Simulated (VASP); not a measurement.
# C in VASP: single point with LDA

Aim: the single point of C with LDA.

All numbers are computed with VASP 6.6.1; they aren't measurements. Logs are shortened: lines on timing, memory, paths and dates and some standing lists are left out, and cuts for length are marked.

## Step 1: The cell of the first run

The cell holds a slab with vacuum, 4 atoms: a = 2.445 Å, b = 2.445 Å, c = 24.108 Å, α = 90.00°, β = 90.00°, γ = 120.00°.

## Step 2: Single point, LDA

File INCAR:

```
PREC = Accurate
ENCUT = 520
EDIFF = 1E-6
ISMEAR = 0
SIGMA = 0.15
LREAL = F
LASPH = T
NELM = 60
ALGO = Normal
ISIF = 2
LWAVE = F
LCHARG = F
NBANDS = 16
```

File KPOINTS:

```
Automatic mesh
0
Gamma
  18 18 2
```

File POSCAR:

```
C
1.0
    2.4446025229      0.0000000000      0.0000000000
   -1.2223012614      2.1170878870      0.0000000000
    0.0000000000      0.0000000000     24.1078379870
C
4
Direct
    0.0000000000      0.0000000000      0.5687751440
    0.0000000000      0.0000000000      0.4312248560
    0.3333333333      0.6666666667      0.4312002200
    0.6666666667      0.3333333333      0.5687997800
```

Potentials or basis: VASP PAW LDA potentials, release 64 (C).

Launch:

```bash
> cat potpaw_LDA.64/C/POTCAR > POTCAR
> mpirun -np 1 vasp_std > vasp.out
```

OUTCAR:

```text
PREC = Accurate
   ENCUT = 520
   EDIFF = 1E-6
   ISMEAR = 0
   LREAL = F
   LASPH = T
   NELM = 60
   ISIF = 2

 ion  position               nearest neighbor table
   1  0.000  0.000  0.569-   4 1.41   4 1.41   4 1.41
   2  0.000  0.000  0.431-   3 1.41   3 1.41   3 1.41
   3  0.333  0.667  0.431-   2 1.41   2 1.41   2 1.41
   4  0.667  0.333  0.569-   1 1.41   1 1.41   1 1.41

  LATTYP: Found a hexagonal cell.
 ALAT       =     2.4446025229
 C/A-ratio  =     9.8616596200

  Lattice vectors:

 A1 = (   2.4446025229,   0.0000000000,   0.0000000000)
 A2 = (  -1.2223012614,   2.1170878870,   0.0000000000)
 A3 = (   0.0000000000,   0.0000000000,  24.1078379870)

Analysis of symmetry for initial positions (statically):
=====================================================================
 Subroutine PRICEL returns:
 Original cell was already a primitive cell.

 Routine SETGRP: Setting up the symmetry group for a
 hexagonal supercell.

 Subroutine GETGRP returns: Found 12 space group operations
 (whereof 12 operations were pure point group operations)
 out of a pool of 24 trial point group operations.

The static configuration has the point symmetry D_3d.

Analysis of symmetry for dynamics (positions and initial velocities):
=====================================================================
 Subroutine PRICEL returns:
 Original cell was already a primitive cell.

 Routine SETGRP: Setting up the symmetry group for a
 hexagonal supercell.

 Subroutine GETGRP returns: Found 12 space group operations
 (whereof 12 operations were pure point group operations)
 out of a pool of 24 trial point group operations.

The dynamic configuration has the point symmetry D_3d.

 Subroutine INISYM returns: Found 12 space group operations
 (whereof 12 operations are pure point group operations),
 and found     1 'primitive' translations

----------------------------------------------------------------------------------------

                                     Primitive cell

  volume of cell :     124.7686

  direct lattice vectors                    reciprocal lattice vectors
     2.444602523  0.000000000  0.000000000     0.409064456  0.236173474  0.000000000
    -1.222301261  2.117087887  0.000000000     0.000000000  0.472346947  0.000000000
     0.000000000  0.000000000 24.107837987     0.000000000  0.000000000  0.041480285

  length of vectors
     2.444602523  2.444602523 24.107837987     0.472346947  0.472346947  0.041480285

  position of ions in fractional coordinates (direct lattice)
     0.000000000  0.000000000  0.568775144
     0.000000000  0.000000000  0.431224856
     0.333333333  0.666666667  0.431200220
     0.666666667  0.333333333  0.568799780

  ion indices of the primitive-cell ions
   primitive index   ion index
                 1           1
                 2           2
                 3           3
                 4           4

----------------------------------------------------------------------------------------

 KPOINTS: Automatic mesh

Automatic generation of k-mesh.
 Grid dimensions read from file:
 generate k-points for:   18   18    2

 Generating k-lattice:

  Cartesian coordinates                     Fractional coordinates (reciprocal lattice)
     0.022725803  0.013120749  0.000000000     0.055555556 -0.000000000  0.000000000
     0.000000000  0.026241497  0.000000000     0.000000000  0.055555556  0.000000000
     0.000000000  0.000000000  0.020740143     0.000000000  0.000000000  0.500000000

  Length of vectors
     0.026241497  0.026241497  0.020740143

  Shift w.r.t. Gamma in fractional coordinates (k-lattice)
     0.000000000  0.000000000  0.000000000

 Subroutine IBZKPT returns following result:
 ===========================================

 Found     74 irreducible k-points:

 Following reciprocal coordinates:
            Coordinates               Weight
  0.000000  0.000000  0.000000      1.000000
  0.055556  0.000000  0.000000      6.000000
  0.111111  0.000000  0.000000      6.000000
  0.166667 -0.000000  0.000000      6.000000
  0.222222 -0.000000  0.000000      6.000000
  0.277778  0.000000  0.000000      6.000000
[... 16 lines left out ...]
  0.333333  0.111111  0.000000     12.000000
  0.388889  0.111111  0.000000     12.000000
 [... further k-points ...]
   k-points           NKPTS =     74   k-points in BZ     NKDIM =     74   number of bands    NBANDS=     16
   number of dos      NEDOS =    301   number of ions     NIONS =      4
   total plane-waves  NPLWV =  58320
   dimension x,y,z NGX =    18 NGY =   18 NGZ =  180
   dimension x,y,z NGXF=    36 NGYF=   36 NGZF=  360
   ions per type =               4
   NGX,Y,Z   is equivalent  to a cutoff of  12.24, 12.24, 12.41 a.u.
   NGXF,Y,Z  is equivalent  to a cutoff of  24.48, 24.48, 24.83 a.u.
 SYSTEM =  unknown system
   PREC   = accura    normal or accurate (medium, high low for compatibility)
   ISTART =      0    job   : 0-new  1-cont  2-samecut
   ICHARG =      2    charge: 1-file 2-atom 10-const
   ISPIN  =      1    spin polarized calculation?
   LNONCOLLINEAR =      F non collinear calculations
   LSORBIT =      F    spin-orbit coupling
   LASPH  =      T    aspherical Exc in radial PAW
   ENCUT  =  520.0 eV  38.22 Ry    6.18 a.u.   4.55  4.55 44.82*2*pi/ulx,y,z
   NELM   =     60;   NELMIN=  2; NELMDL= -5     # of ELM steps
   EDIFF  = 0.1E-05   stopping-criterion for ELM
   LREAL  =      F    real-space projection
[... 7 lines left out ...]
   TEBEG  =    0.0;   TEEND  =   0.0 temperature during run
   PSTRESS=    0.0 pullay stress
   NELECT =      16.0000    total number of electrons
   NUPDOWN=      -1.0000    fix difference up-down
   EMIN   =  10.00;   EMAX   =-10.00  energy-range for DOS
   EFERMI =   0.00;   METHOD = LEGACY
   ISMEAR =     0;   SIGMA  =   0.15  broadening in eV -4-tet -1-fermi 0-gaus
   EFERMI_NEDOS =   21; number of points for ismear=-14 and -15
   IALGO  =     38    algorithm
   IMIX   =      4    mixing-type and parameters
     AMIX     =   0.40;   BMIX     =  1.00
     AMIX_MAG =   1.60;   BMIX_MAG =  1.00
  volume/ion in A,a.u.               =      31.19       210.50
  Fermi-wavevector in a.u.,A,eV,Ry     =   0.825556  1.560074  9.272944  0.681542
  Thomas-Fermi vector in A             =   1.937435
   LORBIT       =      0    0 simple, 1 ext, 2 COOP (PROOUT), +10 PAW based schemes
   GGA     = CA    functional components
   LHFCALC =     F    Hartree Fock is set to
   AEXX    =    0.0000 exact exchange contribution
   IVDW    =     0    specifies the selected vdW correction
   LEPSILON=     F    determine dielectric tensor
   LRPA    =     F    only Hartree local field effects (RPA)
 non-spin polarized calculation
 Gauss-broadening in eV      SIGMA  =   0.15
  energy-cutoff  :      520.00
  volume of cell :      124.77
 maximum number of plane-waves:      3413
   NGX =  9   NGY =  9   NGZ = 89

 number of electron      15.9999996 magnetization

 Free energy of the ion-electron system (eV)
  ---------------------------------------------------
  ext. energy  EPLUGINS =         0.00000000
  ---------------------------------------------------
  free energy    TOTEN  =       -40.40042059 eV

  energy without entropy =      -40.39937324  energy(sigma->0) =      -40.39989691

 E-fermi :  -1.9412     XC(G=0):  -3.3617

 val. band max:       -1.9412584471   @ k =   0.3333   0.3333   0.5000
 cond. band min:      -1.5600286450   @ k =   0.3333   0.3333   0.0000
 fundamental gap:      0.3812298022
 Fermi energy:        -1.9412380167

 k-point     1 :       0.0000    0.0000    0.0000
  band No.  band energies     occupation
      1     -21.5118      2.00000
      2     -21.3382      2.00000
      3     -10.2673      2.00000
      4      -9.1964      2.00000
      5      -4.9461      2.00000
      6      -4.9461      2.00000
[... 8 lines left out ...]
     15       5.1023      0.00000
     16       6.5008      0.00000

 k-point     2 :       0.0556    0.0000    0.0000
  band No.  band energies     occupation
      1     -21.4377      2.00000
      2     -21.2650      2.00000
      3     -10.1768      2.00000
      4      -9.1088      2.00000
      5      -5.2409      2.00000
      6      -5.2267      2.00000
[... 8 lines left out ...]
     15       5.2029      0.00000
     16       6.5369      0.00000

 k-point     3 :       0.1111    0.0000    0.0000
  band No.  band energies     occupation
      1     -21.2160      2.00000
      2     -21.0456      2.00000
      3      -9.9062      2.00000
      4      -8.8473      2.00000
      5      -6.0526      2.00000
      6      -6.0289      2.00000
[... 8 lines left out ...]
     15       5.5042      0.00000
     16       6.5823      0.00000

 k-point     4 :       0.1667   -0.0000    0.0000
  band No.  band energies     occupation
      1     -20.8476      2.00000
      2     -20.6812      2.00000
      3      -9.4582      2.00000
      4      -8.4153      2.00000
      5      -7.2232      2.00000
      6      -7.1875      2.00000
[... 8 lines left out ...]
     15       5.9999      0.00000
     16       6.5482      0.00000
[... 324 lines left out ...]
 k-point    22 :       0.2778    0.1111    0.0000
  band No.  band energies     occupation
      1     -18.6739      2.00000
      2     -18.5305      2.00000
      3     -11.4454      2.00000
      4     -11.3747      2.00000
      5      -8.6315      2.00000
      6      -8.5927      2.00000
[... 8 lines left out ...]
     15       7.2918      0.00000
     16       7.3473      0.00000

 k-point    23 :       0.3333    0.1111    0.0000
  band No.  band energies     occupation
      1     -17.7570      2.00000
      2     -17.6235      2.00000
      3     -12.8385      2.00000
      4     -12.7540      2.00000
      5      -9.0054      2.00000
      6      -8.9639      2.00000
[... 8 lines left out ...]
     15       7.9726      0.00000
     16       8.6272      0.00000

 k-point    24 :       0.3889    0.1111    0.0000
  band No.  band energies     occupation
      1     -16.7342      2.00000
      2     -16.6137      2.00000
      3     -14.1584      2.00000
      4     -14.0642      2.00000
      5      -9.2322      2.00000
      6      -9.1892      2.00000
[... 8 lines left out ...]
     15       9.4913      0.00000
     16       9.8946      0.00000

 [... further k-points ...]

------------------------ aborting loop because EDIFF is reached ----------------------------------------

  FORCE on cell =-STRESS in cart. coord.  units (eV):
  Direction    XX          YY          ZZ          XY          YZ          ZX
  --------------------------------------------------------------------------------------
  -------------------------------------------------------------------------------------
  Total        0.2996713      0.2996713     -0.0292020      0.0000000      0.0000000      0.0000000
  in kB        3.8481347      3.8481347     -0.3749881      0.0000000      0.0000000      0.0000000
  external PRESSURE =       2.4404271 kB  Pullay stress =       0.0000000 kB

 VOLUME and BASIS-vectors are now :
 -----------------------------------------------------------------------------
  energy-cutoff  :      520.00
  volume of cell :      124.77
      direct lattice vectors                 reciprocal lattice vectors
     2.444602523  0.000000000  0.000000000     0.409064456  0.236173474  0.000000000
    -1.222301261  2.117087887  0.000000000     0.000000000  0.472346947  0.000000000
     0.000000000  0.000000000 24.107837987     0.000000000  0.000000000  0.041480285

 POSITION                                       TOTAL-FORCE (eV/Angst)
 -----------------------------------------------------------------------------------
      0.00000      0.00000     13.71194         0.000000      0.000000     -0.000941
      0.00000      0.00000     10.39590        -0.000000     -0.000000      0.000941
     -0.00000      1.41139     10.39531        -0.000000      0.000000     -0.000321
      1.22230      0.70570     13.71253         0.000000     -0.000000      0.000321
 -----------------------------------------------------------------------------------
    total drift:                                0.000000      0.000000     -0.000000

  FREE ENERGIE OF THE ION-ELECTRON SYSTEM (eV)
  ---------------------------------------------------
  free  energy   TOTEN  =       -40.4004205914 eV

  energy  without entropy=      -40.3993732369  energy(sigma->0) =      -40.39989691
```

Run time: 95 s. Hardware: 1 thread of Intel Xeon 6975P-C (Granite Rapids), shared host; peak memory 0.24 GiB.

Results:

- Free energy: -40.4004 eV
- Band gap on the k mesh: zero (filled and empty bands touch)

Levels at points of the mesh, in eV from the Fermi level:
```csv
k point,band 6,band 7,band 8,band 9,band 10,band 11
"(0.00, 0.00, 0.00)",-3.00,-2.99,-2.99,3.46,3.98,4.55
"(0.50, 0.00, 0.00)",-6.44,-2.61,-2.22,1.48,1.88,7.61
"(0.00, 0.00, 0.50)",-3.00,-2.99,-2.99,3.46,3.97,4.62
"(0.50, 0.00, 0.50)",-6.44,-2.61,-2.22,1.48,1.88,7.61
```
